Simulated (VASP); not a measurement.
# Cu2H3 (P6/mmm) in VASP: further runs, part 2 of 3

VASP 6.6.1. Earlier steps stand in the parts before.

## Step 4: Single point, PBE

This run uses another cell than the first one, of 9.16 Å³/atom.

INCAR reads:

```
ALGO = Normal ; EDIFF = 1E-6
ENCUT = 520 ; GGA = PE
ISIF = 2 ; ISMEAR = 0
LASPH = T ; LCHARG = T
LELF = T ; LREAL = F
LVHAR = T ; LWAVE = F
NBANDS = 20 ; NELM = 80
PREC = Accurate ; SIGMA = 0.1
```

KPOINTS reads:

```
k-points
0
Gamma
  6 6 6
```

POSCAR reads:

```
Cu2H3
1.0
    4.0760260751      0.0000000000      0.0000000000
   -2.0380130375      3.5299421275      0.0000000000
    0.0000000000      0.0000000000      3.1839679426
Cu H
2 3
Direct
    0.3333333333      0.6666666667      0.5000000000
    0.6666666667      0.3333333333      0.5000000000
    0.3333333333      0.6666666667      0.0000000000
    0.6666666667      0.3333333333      0.0000000000
    0.0000000000      0.0000000000      0.5000000000
```

Potentials or basis: VASP PAW PBE potentials, release 64 (Cu, H).

On the command line:

```
cat potpaw_PBE.64/Cu/POTCAR potpaw_PBE.64/H/POTCAR > POTCAR
mpirun -np 1 vasp_std > vasp.out
```

OUTCAR:

```text
EDIFF = 1E-6
   ENCUT = 520
   GGA = PE
   ISIF = 2
   ISMEAR = 0
   LASPH = T
   LREAL = F
   NELM = 80
   PREC = Accurate

 ion  position               nearest neighbor table
   1  0.333  0.667  0.500-   3 1.59   3 1.59   2 2.35   2 2.35   2 2.35
   2  0.667  0.333  0.500-   4 1.59   4 1.59   1 2.35   1 2.35   1 2.35
   3  0.333  0.667  0.000-   1 1.59   1 1.59
   4  0.667  0.333  0.000-   2 1.59   2 1.59
   5  0.000  0.000  0.500-

  LATTYP: Found a hexagonal cell.
 ALAT       =     4.0760260751
 C/A-ratio  =     0.7811451360

  Lattice vectors:

 A1 = (   4.0760260751,   0.0000000000,   0.0000000000)
 A2 = (  -2.0380130375,   3.5299421275,   0.0000000000)
 A3 = (   0.0000000000,   0.0000000000,   3.1839679426)

Analysis of symmetry for initial positions (statically):
=====================================================================
 Subroutine PRICEL returns:
 Original cell was already a primitive cell.

 Routine SETGRP: Setting up the symmetry group for a
 hexagonal supercell.

 Subroutine GETGRP returns: Found 24 space group operations
 (whereof 24 operations were pure point group operations)
 out of a pool of 24 trial point group operations.

The static configuration has the point symmetry D_6h.

Analysis of symmetry for dynamics (positions and initial velocities):
=====================================================================
 Subroutine PRICEL returns:
 Original cell was already a primitive cell.

 Routine SETGRP: Setting up the symmetry group for a
 hexagonal supercell.

 Subroutine GETGRP returns: Found 24 space group operations
 (whereof 24 operations were pure point group operations)
 out of a pool of 24 trial point group operations.

The dynamic configuration has the point symmetry D_6h.

 Subroutine INISYM returns: Found 24 space group operations
 (whereof 24 operations are pure point group operations),
 and found     1 'primitive' translations

----------------------------------------------------------------------------------------

                                     Primitive cell

  volume of cell :      45.8114

  direct lattice vectors                    reciprocal lattice vectors
     4.076026075  0.000000000  0.000000000     0.245336998  0.141645382  0.000000000
    -2.038013037  3.529942128  0.000000000     0.000000000  0.283290763  0.000000000
     0.000000000  0.000000000  3.183967943     0.000000000  0.000000000  0.314073514

  length of vectors
     4.076026075  4.076026075  3.183967943     0.283290763  0.283290763  0.314073514

  position of ions in fractional coordinates (direct lattice)
     0.333333333  0.666666667  0.500000000
     0.666666667  0.333333333  0.500000000
     0.333333333  0.666666667  0.000000000
     0.666666667  0.333333333  0.000000000
     0.000000000  0.000000000  0.500000000

  ion indices of the primitive-cell ions
   primitive index   ion index
                 1           1
                 2           2
                 3           3
                 4           4
                 5           5

----------------------------------------------------------------------------------------

 KPOINTS: k-points

Automatic generation of k-mesh.
 Grid dimensions read from file:
 generate k-points for:    6    6    6

 Generating k-lattice:

  Cartesian coordinates                     Fractional coordinates (reciprocal lattice)
     0.040889500  0.023607564  0.000000000     0.166666667  0.000000000  0.000000000
     0.000000000  0.047215127  0.000000000     0.000000000  0.166666667  0.000000000
     0.000000000  0.000000000  0.052345586     0.000000000  0.000000000  0.166666667

  Length of vectors
     0.047215127  0.047215127  0.052345586

  Shift w.r.t. Gamma in fractional coordinates (k-lattice)
     0.000000000  0.000000000  0.000000000

 Subroutine IBZKPT returns following result:
 ===========================================

 Found     28 irreducible k-points:

 Following reciprocal coordinates:
            Coordinates               Weight
  0.000000  0.000000  0.000000      1.000000
  0.166667 -0.000000  0.000000      6.000000
  0.333333  0.000000  0.000000      6.000000
  0.500000  0.000000  0.000000      3.000000
  0.166667  0.166667  0.000000      6.000000
  0.333333  0.166667  0.000000     12.000000
[... 16 lines left out ...]
  0.166667 -0.000000  0.500000      6.000000
  0.333333  0.000000  0.500000      6.000000
 [... further k-points ...]
   k-points           NKPTS =     28   k-points in BZ     NKDIM =     28   number of bands    NBANDS=     20
   number of dos      NEDOS =    301   number of ions     NIONS =      5
   total plane-waves  NPLWV =  21600
   dimension x,y,z NGX =    30 NGY =   30 NGZ =   24
   dimension x,y,z NGXF=    60 NGYF=   60 NGZF=   48
   ions per type =               2   3
   NGX,Y,Z   is equivalent  to a cutoff of  12.24, 12.24, 12.53 a.u.
   NGXF,Y,Z  is equivalent  to a cutoff of  24.47, 24.47, 25.06 a.u.
 SYSTEM =  unknown system
   PREC   = accura    normal or accurate (medium, high low for compatibility)
   ISTART =      0    job   : 0-new  1-cont  2-samecut
   ICHARG =      2    charge: 1-file 2-atom 10-const
   ISPIN  =      1    spin polarized calculation?
   LNONCOLLINEAR =      F non collinear calculations
   LSORBIT =      F    spin-orbit coupling
   LASPH  =      T    aspherical Exc in radial PAW
   ENCUT  =  520.0 eV  38.22 Ry    6.18 a.u.   7.58  7.58  5.92*2*pi/ulx,y,z
   NELM   =     80;   NELMIN=  2; NELMDL= -5     # of ELM steps
   EDIFF  = 0.1E-05   stopping-criterion for ELM
   LREAL  =      F    real-space projection
[... 7 lines left out ...]
   TEBEG  =    0.0;   TEEND  =   0.0 temperature during run
   PSTRESS=    0.0 pullay stress
   NELECT =      25.0000    total number of electrons
   NUPDOWN=      -1.0000    fix difference up-down
   EMIN   =  10.00;   EMAX   =-10.00  energy-range for DOS
   EFERMI =   0.00;   METHOD = LEGACY
   ISMEAR =     0;   SIGMA  =   0.10  broadening in eV -4-tet -1-fermi 0-gaus
   EFERMI_NEDOS =   21; number of points for ismear=-14 and -15
   IALGO  =     38    algorithm
   IMIX   =      4    mixing-type and parameters
     AMIX     =   0.40;   BMIX     =  1.00
     AMIX_MAG =   1.60;   BMIX_MAG =  1.00
  volume/ion in A,a.u.               =       9.16        61.83
  Fermi-wavevector in a.u.,A,eV,Ry     =   1.337818  2.528110 24.351129  1.789757
  Thomas-Fermi vector in A             =   2.466337
   LORBIT       =      0    0 simple, 1 ext, 2 COOP (PROOUT), +10 PAW based schemes
   GGA     = PE    functional components
   LHFCALC =     F    Hartree Fock is set to
   AEXX    =    0.0000 exact exchange contribution
   IVDW    =     0    specifies the selected vdW correction
   LEPSILON=     F    determine dielectric tensor
   LRPA    =     F    only Hartree local field effects (RPA)
 non-spin polarized calculation
 Gauss-broadening in eV      SIGMA  =   0.10
  energy-cutoff  :      520.00
  volume of cell :       45.81
 maximum number of plane-waves:      1251
   NGX = 15   NGY = 15   NGZ = 11

 number of electron      25.0000024 magnetization

 Free energy of the ion-electron system (eV)
  ---------------------------------------------------
  ext. energy  EPLUGINS =         0.00000000
  ---------------------------------------------------
  free energy    TOTEN  =       -14.48428743 eV

  energy without entropy =      -14.47468972  energy(sigma->0) =      -14.47948857

 E-fermi :   2.6107     XC(G=0): -10.1736

 val. band max:        2.5886384866   @ k =   0.5000   0.0000   0.5000
 cond. band min:       2.6160448161   @ k =   0.1667   0.1667   0.1667
 fundamental gap:      0.0274063295
 Fermi energy:         2.6107075757

 k-point     1 :       0.0000    0.0000    0.0000
  band No.  band energies     occupation
      1      -6.3352      2.00000
      2      -2.4643      2.00000
      3      -2.4211      2.00000
      4      -0.4264      2.00000
      5      -0.4264      2.00000
      6      -0.3082      2.00000
[... 12 lines left out ...]
     19      12.5083      0.00000
     20      17.9146      0.00000

 k-point     2 :       0.1667   -0.0000    0.0000
  band No.  band energies     occupation
      1      -6.0591      2.00000
      2      -2.6264      2.00000
      3      -2.3149      2.00000
      4      -0.7431      2.00000
      5      -0.6252      2.00000
      6      -0.3375      2.00000
[... 498 lines left out ...]
 k-point    24 :       0.3333    0.0000    0.5000
  band No.  band energies     occupation
      1      -2.4089      2.00000
      2      -1.9543      2.00000
      3      -1.0744      2.00000
      4      -1.0290      2.00000
      5      -0.8571      2.00000
      6      -0.7200      2.00000
[... 12 lines left out ...]
     19      15.7809      0.00000
     20      15.8034      0.00000

 [... further k-points ...]
[... 5 lines left out ...]
  --------------------------------------------------------------------------------------
  -------------------------------------------------------------------------------------
  Total        0.0091789      0.0091789      0.0539234      0.0000000      0.0000000     -0.0000000
  in kB        0.3210177      0.3210177      1.8858833      0.0000000      0.0000000     -0.0000000
  external PRESSURE =       0.8426396 kB  Pullay stress =       0.0000000 kB

 VOLUME and BASIS-vectors are now :
 -----------------------------------------------------------------------------
  energy-cutoff  :      520.00
  volume of cell :       45.81
      direct lattice vectors                 reciprocal lattice vectors
     4.076026075  0.000000000  0.000000000     0.245336998  0.141645382  0.000000000
    -2.038013037  3.529942128  0.000000000     0.000000000  0.283290763  0.000000000
     0.000000000  0.000000000  3.183967943     0.000000000  0.000000000  0.314073514

 POSITION                                       TOTAL-FORCE (eV/Angst)
 -----------------------------------------------------------------------------------
     -0.00000      2.35329      1.59198        -0.000000     -0.000000      0.000000
      2.03801      1.17665      1.59198         0.000000     -0.000000      0.000000
     -0.00000      2.35329      0.00000         0.000000      0.000000      0.000000
      2.03801      1.17665      0.00000         0.000000      0.000000     -0.000000
      0.00000      0.00000      1.59198         0.000000      0.000000      0.000000
 -----------------------------------------------------------------------------------
    total drift:                               -0.000000      0.000000      0.000000

  FREE ENERGIE OF THE ION-ELECTRON SYSTEM (eV)
  ---------------------------------------------------
  free  energy   TOTEN  =       -14.4842874277 eV

  energy  without entropy=      -14.4746897152  energy(sigma->0) =      -14.47948857
```

OSZICAR:

```text
N       E                     dE             d eps       ncg     rms          rms(c)
DAV:   1     0.153527129854E+03    0.15353E+03   -0.11364E+04  1136   0.176E+03
DAV:   2    -0.821980224168E+01   -0.16175E+03   -0.15411E+03  1136   0.291E+02
DAV:   3    -0.175507295745E+02   -0.93309E+01   -0.90596E+01  1288   0.945E+01
DAV:   4    -0.177142425411E+02   -0.16351E+00   -0.16321E+00  1372   0.131E+01
DAV:   5    -0.177167528192E+02   -0.25103E-02   -0.25102E-02  1324   0.147E+00    0.140E+01
DAV:   6    -0.166572130091E+02    0.10595E+01   -0.33350E+01  1284   0.140E+02    0.952E+00
DAV:   7    -0.145172928830E+02    0.21399E+01   -0.77342E+00  1364   0.728E+01    0.123E+00
DAV:   8    -0.145008984348E+02    0.16394E-01   -0.40646E-01  1676   0.958E+00    0.113E+00
DAV:   9    -0.144847283064E+02    0.16170E-01   -0.76628E-02  1500   0.739E+00    0.185E-01
DAV:  10    -0.144841748981E+02    0.55341E-03   -0.80206E-03  1728   0.197E+00    0.933E-02
DAV:  11    -0.144843126849E+02   -0.13779E-03   -0.85204E-04  1672   0.610E-01    0.467E-02
DAV:  12    -0.144842928404E+02    0.19844E-04   -0.11416E-04  1700   0.222E-01    0.184E-02
DAV:  13    -0.144842875276E+02    0.53128E-05   -0.25405E-05  1548   0.116E-01    0.562E-03
DAV:  14    -0.144842874277E+02    0.99887E-07   -0.36007E-06  1432   0.264E-02
   1 F= -.14484287E+02 E0= -.14479489E+02  d E =-.959771E-02
```

stdout:

```text
POSCAR found type information on POSCAR CuH
 POSCAR found :  2 types and       5 ions
 scaLAPACK will be used
 LDA part: xc-table for (Slater+PW92), standard interpolation
 POSCAR, INCAR and KPOINTS ok, starting setup
 FFT: planning ... GRIDC
 FFT: planning ... GRID_SOFT
 FFT: planning ... GRID
 WAVECAR not read
 entering main loop
```

It took 36 s on 1 thread of Intel Xeon 8259CL, shared host; peak memory 0.16 GiB.

Results:

```
Free energy            : -14.4843 eV
Pressure               : 0.1 GPa
Band gap on the k mesh : zero (an odd number of electrons rules out a gap without spin polarisation)
```

(Continued in part 3 of 3.)
